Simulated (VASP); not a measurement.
# ZnSe in VASP: notebook

ZnSe is run at these levels: PBE; tasks: single point.

Program: VASP 6.6.1. These are calculated values, not measurements. Logs are shortened: lines on timing, memory, paths and dates and some standing lists are left out, and cuts for length are marked.

### 1 The cell of the first run

It takes space group F-43m (No. 216, cubic). The conventional cell has a = 5.686 Å, b = 5.686 Å, c = 5.686 Å, α = 90.00°, β = 90.00°, γ = 90.00°. Within 3.3 Å of Zn (site symmetry -43m) lie 4 Se at 2.46 Å. Within 3.3 Å of Se (site symmetry -43m) lie 4 Zn at 2.46 Å.

### 2 Single point, PBE (volume scaled by 1.01)

INCAR

```
ALGO = Normal ; EDIFF = 1E-6
ENCUT = 520 ; GGA = PE
ISIF = 2 ; ISMEAR = -1
LASPH = T ; LCHARG = T
LELF = T ; LREAL = F
LVHAR = T ; LWAVE = F
NBANDS = 16 ; NELM = 80
PREC = Accurate ; SIGMA = 0.03
```

KPOINTS

```
k-points
0
Gamma
  8 8 8
```

POSCAR

```
ZnSe
1.0
    0.0000000000      2.8432146871      2.8432146871
    2.8432146871      0.0000000000      2.8432146871
    2.8432146871      2.8432146871      0.0000000000
Zn Se
1 1
Direct
    0.0000000000      0.0000000000      0.0000000000
    0.7500000000      0.7500000000      0.7500000000
```

Potentials or basis: VASP PAW PBE potentials, release 64 (Zn, Se).

Command:

```console
$ cat potpaw_PBE.64/Zn/POTCAR potpaw_PBE.64/Se/POTCAR > POTCAR
$ mpirun -np 1 vasp_std > vasp.out
```

OUTCAR:

```text
EDIFF = 1E-6
   ENCUT = 520
   GGA = PE
   ISIF = 2
   ISMEAR = -1
   LASPH = T
   LREAL = F
   NELM = 80
   PREC = Accurate

 ion  position               nearest neighbor table
   1  0.000  0.000  0.000-   2 2.46   2 2.46   2 2.46   2 2.46
   2  0.750  0.750  0.750-   1 2.46   1 2.46   1 2.46   1 2.46

  LATTYP: Found a face centered cubic cell.
 ALAT       =     5.6864293742

  Lattice vectors:

 A1 = (   0.0000000000,   2.8432146871,   2.8432146871)
 A2 = (   2.8432146871,   0.0000000000,   2.8432146871)
 A3 = (   2.8432146871,   2.8432146871,   0.0000000000)

Analysis of symmetry for initial positions (statically):
=====================================================================
 Subroutine PRICEL returns:
 Original cell was already a primitive cell.

 Routine SETGRP: Setting up the symmetry group for a
 face centered cubic supercell.

 Subroutine GETGRP returns: Found 24 space group operations
 (whereof 24 operations were pure point group operations)
 out of a pool of 48 trial point group operations.

The static configuration has the point symmetry T_d .

Analysis of symmetry for dynamics (positions and initial velocities):
=====================================================================
 Subroutine PRICEL returns:
 Original cell was already a primitive cell.

 Routine SETGRP: Setting up the symmetry group for a
 face centered cubic supercell.

 Subroutine GETGRP returns: Found 24 space group operations
 (whereof 24 operations were pure point group operations)
 out of a pool of 48 trial point group operations.

The dynamic configuration has the point symmetry T_d .

 Subroutine INISYM returns: Found 24 space group operations
 (whereof 24 operations are pure point group operations),
 and found     1 'primitive' translations

----------------------------------------------------------------------------------------

                                     Primitive cell

  volume of cell :      45.9684

  direct lattice vectors                    reciprocal lattice vectors
     0.000000000  2.843214687  2.843214687    -0.175857280  0.175857280  0.175857280
     2.843214687  0.000000000  2.843214687     0.175857280 -0.175857280  0.175857280
     2.843214687  2.843214687  0.000000000     0.175857280  0.175857280 -0.175857280

  length of vectors
     4.020912771  4.020912771  4.020912771     0.304593743  0.304593743  0.304593743

  position of ions in fractional coordinates (direct lattice)
     0.000000000  0.000000000  0.000000000
     0.750000000  0.750000000  0.750000000

  ion indices of the primitive-cell ions
   primitive index   ion index
                 1           1
                 2           2

----------------------------------------------------------------------------------------

 KPOINTS: k-points

Automatic generation of k-mesh.
 Grid dimensions read from file:
 generate k-points for:    8    8    8

 Generating k-lattice:

  Cartesian coordinates                     Fractional coordinates (reciprocal lattice)
    -0.021982160  0.021982160  0.021982160     0.125000000  0.000000000  0.000000000
     0.021982160 -0.021982160  0.021982160     0.000000000  0.125000000  0.000000000
     0.021982160  0.021982160 -0.021982160     0.000000000  0.000000000  0.125000000

  Length of vectors
     0.038074218  0.038074218  0.038074218

  Shift w.r.t. Gamma in fractional coordinates (k-lattice)
     0.000000000  0.000000000  0.000000000

 Subroutine IBZKPT returns following result:
 ===========================================

 Found     29 irreducible k-points:

 Following reciprocal coordinates:
            Coordinates               Weight
  0.000000  0.000000  0.000000      1.000000
  0.125000  0.000000  0.000000      8.000000
  0.250000  0.000000  0.000000      8.000000
  0.375000  0.000000  0.000000      8.000000
  0.500000  0.000000  0.000000      4.000000
  0.125000  0.125000  0.000000      6.000000
[... 16 lines left out ...]
  0.500000  0.250000  0.125000     48.000000
 -0.375000  0.250000  0.125000     24.000000
 [... further k-points ...]
   k-points           NKPTS =     29   k-points in BZ     NKDIM =     29   number of bands    NBANDS=     16
   number of dos      NEDOS =    301   number of ions     NIONS =      2
   total plane-waves  NPLWV =  27000
   dimension x,y,z NGX =    30 NGY =   30 NGZ =   30
   dimension x,y,z NGXF=    60 NGYF=   60 NGZF=   60
   ions per type =               1   1
   NGX,Y,Z   is equivalent  to a cutoff of  12.40, 12.40, 12.40 a.u.
   NGXF,Y,Z  is equivalent  to a cutoff of  24.81, 24.81, 24.81 a.u.
 SYSTEM =  unknown system
   PREC   = accura    normal or accurate (medium, high low for compatibility)
   ISTART =      0    job   : 0-new  1-cont  2-samecut
   ICHARG =      2    charge: 1-file 2-atom 10-const
   ISPIN  =      1    spin polarized calculation?
   LNONCOLLINEAR =      F non collinear calculations
   LSORBIT =      F    spin-orbit coupling
   LASPH  =      T    aspherical Exc in radial PAW
   ENCUT  =  520.0 eV  38.22 Ry    6.18 a.u.   7.48  7.48  7.48*2*pi/ulx,y,z
   NELM   =     80;   NELMIN=  2; NELMDL= -5     # of ELM steps
   EDIFF  = 0.1E-05   stopping-criterion for ELM
   LREAL  =      F    real-space projection
   EDIFFG = 0.1E-04   stopping-criterion for IOM
   NSW    =      0    number of steps for IOM
   IBRION =     -1    ionic relax: 0-MD 1-quasi-New 2-CG
   NFREE  =      0    steps in history (QN), initial steepest desc. (CG)
   ISIF   =      2    stress and relaxation
   ISYM   =      2    0-nonsym 1-usesym 2-fastsym
   POTIM  = 0.5000    time-step for ionic-motion
   TEBEG  =    0.0;   TEEND  =   0.0 temperature during run
   PSTRESS=    0.0 pullay stress
   NELECT =      18.0000    total number of electrons
   NUPDOWN=      -1.0000    fix difference up-down
   EMIN   =  10.00;   EMAX   =-10.00  energy-range for DOS
   EFERMI =   0.00;   METHOD = LEGACY
   ISMEAR =    -1;   SIGMA  =   0.03  broadening in eV -4-tet -1-fermi 0-gaus
   EFERMI_NEDOS =   21; number of points for ismear=-14 and -15
   IALGO  =     38    algorithm
   IMIX   =      4    mixing-type and parameters
     AMIX     =   0.40;   BMIX     =  1.00
     AMIX_MAG =   1.60;   BMIX_MAG =  1.00
  volume/ion in A,a.u.               =      22.98       155.10
  Fermi-wavevector in a.u.,A,eV,Ry     =   1.197694  2.263314 19.517174  1.434472
  Thomas-Fermi vector in A             =   2.333603
   LORBIT       =      0    0 simple, 1 ext, 2 COOP (PROOUT), +10 PAW based schemes
   GGA     = PE    functional components
[... 5 lines left out ...]
 non-spin polarized calculation
  energy-cutoff  :      520.00
  volume of cell :       45.97
 maximum number of plane-waves:      1254
 NGX is ok and might be reduce to    30
   NGX = 15   NGY = 15   NGZ = 15

 number of electron      18.0000017 magnetization

 Free energy of the ion-electron system (eV)
  ---------------------------------------------------
  ext. energy  EPLUGINS =         0.00000000
  ---------------------------------------------------
  free energy    TOTEN  =        -6.02584830 eV

  energy without entropy =       -6.02584830  energy(sigma->0) =       -6.02584830

 E-fermi :   2.1356     XC(G=0):  -9.2763

 val. band max:        1.5283582160   @ k =   0.0000   0.0000   0.0000
 cond. band min:       2.7785692672   @ k =   0.0000   0.0000   0.0000
 fundamental gap:      1.2502110512
 Fermi energy:         2.1355832179

 k-point     1 :       0.0000    0.0000    0.0000
  band No.  band energies     occupation
      1     -11.6674      2.00000
      2      -4.9819      2.00000
      3      -4.9819      2.00000
      4      -4.9819      2.00000
      5      -4.6212      2.00000
      6      -4.6212      2.00000
[... 8 lines left out ...]
     15      12.9679      0.00000
     16      12.9679      0.00000

 k-point     2 :       0.1250    0.0000    0.0000
  band No.  band energies     occupation
      1     -11.5686      2.00000
      2      -4.9744      2.00000
      3      -4.9665      2.00000
      4      -4.9665      2.00000
      5      -4.6225      2.00000
      6      -4.6225      2.00000
[... 8 lines left out ...]
     15      12.1941      0.00000
     16      12.2812      0.00000

 k-point     3 :       0.2500    0.0000    0.0000
  band No.  band energies     occupation
      1     -11.3125      2.00000
      2      -4.9324      2.00000
      3      -4.9324      2.00000
      4      -4.9181      2.00000
      5      -4.6210      2.00000
      6      -4.6210      2.00000
[... 8 lines left out ...]
     15      11.9578      0.00000
     16      12.2307      0.00000

 k-point     4 :       0.3750    0.0000    0.0000
  band No.  band energies     occupation
      1     -11.0255      2.00000
      2      -4.9051      2.00000
      3      -4.9051      2.00000
      4      -4.7256      2.00000
      5      -4.6107      2.00000
      6      -4.6107      2.00000
[... 8 lines left out ...]
     15      13.0581      0.00000
     16      13.0581      0.00000

 k-point     5 :       0.5000    0.0000    0.0000
  band No.  band energies     occupation
      1     -10.8952      2.00000
      2      -4.8963      2.00000
      3      -4.8963      2.00000
      4      -4.6032      2.00000
      5      -4.6032      2.00000
      6      -4.4661      2.00000
[... 8 lines left out ...]
     15      14.5939      0.00000
     16      14.5939      0.00000

 k-point     6 :       0.1250    0.1250    0.0000
  band No.  band energies     occupation
      1     -11.5357      2.00000
      2      -4.9890      2.00000
      3      -4.9527      2.00000
      4      -4.9527      2.00000
      5      -4.6322      2.00000
      6      -4.6143      2.00000
[... 8 lines left out ...]
     15      12.7207      0.00000
     16      13.1874      0.00000
[... 267 lines left out ...]
 k-point    21 :       0.5000    0.5000    0.0000
  band No.  band energies     occupation
      1     -10.6331      2.00000
      2      -4.9448      2.00000
      3      -4.7352      2.00000
      4      -4.7352      2.00000
      5      -4.5741      2.00000
      6      -4.4457      2.00000
[... 8 lines left out ...]
     15      15.4293      0.00000
     16      15.9091      0.00000

 k-point    22 :       0.3750    0.2500    0.1250
  band No.  band energies     occupation
      1     -11.1123      2.00000
      2      -4.9377      2.00000
      3      -4.8818      2.00000
      4      -4.8540      2.00000
      5      -4.6347      2.00000
      6      -4.5970      2.00000
[... 8 lines left out ...]
     15      13.7579      0.00000
     16      14.9237      0.00000

 k-point    23 :       0.5000    0.2500    0.1250
  band No.  band energies     occupation
      1     -10.8728      2.00000
      2      -4.8878      2.00000
      3      -4.8580      2.00000
      4      -4.7271      2.00000
      5      -4.6089      2.00000
      6      -4.5570      2.00000
[... 8 lines left out ...]
     15      14.0782      0.00000
     16      15.1914      0.00000

 k-point    24 :      -0.3750    0.2500    0.1250
  band No.  band energies     occupation
      1     -10.7664      2.00000
      2      -4.8799      2.00000
      3      -4.8443      2.00000
      4      -4.6515      2.00000
      5      -4.6141      2.00000
      6      -4.4166      2.00000
[... 8 lines left out ...]
     15      14.2419      0.00000
     16      15.0500      0.00000

 [... further k-points ...]
[... 5 lines left out ...]
  --------------------------------------------------------------------------------------
  -------------------------------------------------------------------------------------
  Total        0.4865220      0.4865220      0.4865220      0.0000000      0.0000000      0.0000000
  in kB       16.9571990     16.9571990     16.9571990      0.0000000      0.0000000      0.0000000
  external PRESSURE =      16.9571990 kB  Pullay stress =       0.0000000 kB

 VOLUME and BASIS-vectors are now :
 -----------------------------------------------------------------------------
  energy-cutoff  :      520.00
  volume of cell :       45.97
      direct lattice vectors                 reciprocal lattice vectors
     0.000000000  2.843214687  2.843214687    -0.175857280  0.175857280  0.175857280
     2.843214687  0.000000000  2.843214687     0.175857280 -0.175857280  0.175857280
     2.843214687  2.843214687  0.000000000     0.175857280  0.175857280 -0.175857280

 POSITION                                       TOTAL-FORCE (eV/Angst)
 -----------------------------------------------------------------------------------
      0.00000      0.00000      0.00000         0.000000      0.000000     -0.000000
      4.26482      4.26482      4.26482        -0.000000      0.000000      0.000000
 -----------------------------------------------------------------------------------
    total drift:                                0.000001      0.000001      0.000001

  FREE ENERGIE OF THE ION-ELECTRON SYSTEM (eV)
  ---------------------------------------------------
  free  energy   TOTEN  =        -6.0258483038 eV

  energy  without entropy=       -6.0258483038  energy(sigma->0) =       -6.02584830
```

Wall time 10 s (1 thread of AMD EPYC 9R45 (Zen 5), shared host); peak memory 0.14 GiB.

What came out:

| Item | Value |
| --- | --- |
| Free energy | -6.0258 eV |
| Pressure | 1.7 GPa |
| Band gap on the k mesh | 1.25 eV, direct |

Levels at points of the mesh, in eV from the valence-band top:
| k point | band 5 | band 6 | band 7 | band 8 | band 9 | band 10 | band 11 | band 12 | band 13 | band 14 |
| --- | --- | --- | --- | --- | --- | --- | --- | --- | --- | --- |
| (0.00, 0.00, 0.00) | -6.15 | -6.15 | 0.00 | 0.00 | 0.00 | 1.25 | 5.80 | 5.80 | 5.80 | 9.89 |
| (0.50, 0.00, 0.00) | -6.13 | -5.99 | -5.16 | -0.85 | -0.85 | 2.53 | 6.38 | 6.38 | 8.55 | 10.92 |
| (0.50, 0.50, 0.00) | -6.10 | -5.97 | -4.71 | -2.15 | -2.15 | 3.01 | 3.46 | 10.67 | 11.18 | 11.18 |

### 3 Single point, PBE (volume scaled by 1.06)

INCAR

```
  PREC = Accurate
  ENCUT = 520
  EDIFF = 1E-7
  ISMEAR = -1
  SIGMA = 0.03
  LREAL = False
  LASPH = True
  NELM = 60
  ALGO = Normal
  ISIF = 2
  LWAVE = False
  LCHARG = False
  GGA = PE
  NBANDS = 16
```

KPOINTS

```
regular mesh
0
Gamma
  8 8 8
```

POSCAR

```
ZnSe
1.0
    0.0000000000      2.8893788162      2.8893788162
    2.8893788162      0.0000000000      2.8893788162
    2.8893788162      2.8893788162      0.0000000000
Zn Se
1 1
Direct
    0.0000000000      0.0000000000      0.0000000000
    0.7500000000      0.7500000000      0.7500000000
```

Potentials or basis: VASP PAW PBE potentials, release 64 (Zn, Se).

Command:

```console
$ cat potpaw_PBE.64/Zn/POTCAR potpaw_PBE.64/Se/POTCAR > POTCAR
$ mpirun -np 1 vasp_std > vasp.out
```

OUTCAR:

```text
PREC = Accurate
   ENCUT = 520
   EDIFF = 1E-7
   ISMEAR = -1
   LREAL = False
   LASPH = True
   NELM = 60
   ISIF = 2
   GGA = PE

 ion  position               nearest neighbor table
   1  0.000  0.000  0.000-   2 2.50   2 2.50   2 2.50   2 2.50
   2  0.750  0.750  0.750-   1 2.50   1 2.50   1 2.50   1 2.50

  LATTYP: Found a face centered cubic cell.
 ALAT       =     5.7787576324

  Lattice vectors:

 A1 = (   0.0000000000,   2.8893788162,   2.8893788162)
 A2 = (   2.8893788162,   0.0000000000,   2.8893788162)
 A3 = (   2.8893788162,   2.8893788162,   0.0000000000)

Analysis of symmetry for initial positions (statically):
=====================================================================
 Subroutine PRICEL returns:
 Original cell was already a primitive cell.

 Routine SETGRP: Setting up the symmetry group for a
 face centered cubic supercell.

 Subroutine GETGRP returns: Found 24 space group operations
 (whereof 24 operations were pure point group operations)
 out of a pool of 48 trial point group operations.

The static configuration has the point symmetry T_d .
[... 153 lines left out ...]
  ---------------------------------------------------
  ext. energy  EPLUGINS =         0.00000000
  ---------------------------------------------------
  free energy    TOTEN  =        -6.02915456 eV

  energy without entropy =       -6.02915456  energy(sigma->0) =       -6.02915456

 E-fermi :   1.6798     XC(G=0):  -9.0581

 val. band max:        1.1309540617   @ k =   0.0000   0.0000   0.0000
 cond. band min:       2.1915002301   @ k =   0.0000   0.0000   0.0000
 fundamental gap:      1.0605461684
 Fermi energy:         1.6798175403

 k-point     1 :       0.0000    0.0000    0.0000
  band No.  band energies     occupation
      1     -11.7719      2.00000
      2      -5.2201      2.00000
      3      -5.2201      2.00000
      4      -5.2201      2.00000
      5      -4.9011      2.00000
      6      -4.9011      2.00000
[... 433 lines left out ...]
      3      -5.0968      2.00000
      4      -4.9250      2.00000
      5      -4.8942      2.00000
      6      -4.7179      2.00000
[... 8 lines left out ...]
     15      13.6595      0.00000
     16      14.4369      0.00000

 [... further k-points ...]
[... 5 lines left out ...]
  --------------------------------------------------------------------------------------
  -------------------------------------------------------------------------------------
  Total       -0.3342756     -0.3342756     -0.3342756      0.0000000      0.0000000      0.0000000
  in kB      -11.1012469    -11.1012469    -11.1012469      0.0000000      0.0000000      0.0000000
  external PRESSURE =     -11.1012469 kB  Pullay stress =       0.0000000 kB

 VOLUME and BASIS-vectors are now :
 -----------------------------------------------------------------------------
  energy-cutoff  :      520.00
  volume of cell :       48.24
      direct lattice vectors                 reciprocal lattice vectors
     0.000000000  2.889378816  2.889378816    -0.173047576  0.173047576  0.173047576
     2.889378816  0.000000000  2.889378816     0.173047576 -0.173047576  0.173047576
     2.889378816  2.889378816  0.000000000     0.173047576  0.173047576 -0.173047576

 POSITION                                       TOTAL-FORCE (eV/Angst)
 -----------------------------------------------------------------------------------
      0.00000      0.00000      0.00000         0.000000      0.000000      0.000000
      4.33407      4.33407      4.33407        -0.000000     -0.000000     -0.000000
 -----------------------------------------------------------------------------------
    total drift:                                0.000001      0.000001      0.000001

  FREE ENERGIE OF THE ION-ELECTRON SYSTEM (eV)
  ---------------------------------------------------
  free  energy   TOTEN  =        -6.0291545637 eV

  energy  without entropy=       -6.0291545635  energy(sigma->0) =       -6.02915456
```

Run time: 11 s. Hardware: 1 thread of AMD EPYC 9R45 (Zen 5), shared host; peak memory 0.14 GiB.

What came out:

* Free energy: -6.0292 eV
* Pressure: -1.1 GPa
* Band gap on the k mesh: 1.06 eV, direct

Levels at points of the mesh, in eV from the valence-band top:
| k point | band 6 | band 7 | band 8 | band 9 | band 10 | band 11 | band 12 | band 13 |
| --- | --- | --- | --- | --- | --- | --- | --- | --- |
| (0.00, 0.00, 0.00) | -6.03 | 0.00 | 0.00 | 0.00 | 1.06 | 5.81 | 5.81 | 5.81 |
| (0.50, 0.00, 0.00) | -5.89 | -4.87 | -0.79 | -0.79 | 2.44 | 6.39 | 6.39 | 8.40 |
| (0.50, 0.50, 0.00) | -5.87 | -4.50 | -1.98 | -1.98 | 3.11 | 3.45 | 10.33 | 10.85 |

(Part 1 of 2 ends here.)
